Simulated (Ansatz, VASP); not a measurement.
**Two plane-wave programs on Hf**

```
Hf
1.0
     3.31727    0.00000    0.00000
    -1.65864    2.87284    0.00000
     0.00000    0.00000    5.25080
Hf
2
Direct
  0.33333 0.66667 0.25000
  0.66667 0.33333 0.75000
```

Alike in both runs: task single point; functional RPBE; k mesh 18 × 18 × 10; occupations fermi-dirac, width 0.1 eV; no spin polarisation.

|  | VASP | Ansatz |
| --- | --- | --- |
| version | VASP 6.6.1 | Ansatz 0.2.0 |
| potentials or method | VASP PAW PBE potentials, release 64 (Hf_pv), cutoff 520 eV | plane waves (420 eV) with PAW, scalar-relativistic |
| valence electrons in the cell | 20 | 52 |

VASP gave:

| Quantity | Value |
| --- | --- |
| pressure (GPa) | -7.3 |
| traceless stress, the component that is largest in VASP (GPa) | -0.18 |

Estimate Ansatz's values.

pressure (GPa): -6.9; traceless stress, the component that is largest in VASP (GPa): -0.13.

VASP's potentials were made for PBE, not for RPBE. VASP's potentials hold 20 valence electrons a cell and Ansatz's 52, so a difference there can come from the potentials and not from the codes. Ansatz's warnings: bands unlocked at the loops exit, eigensolver not converged.

Neither program's run includes spin-orbit coupling.
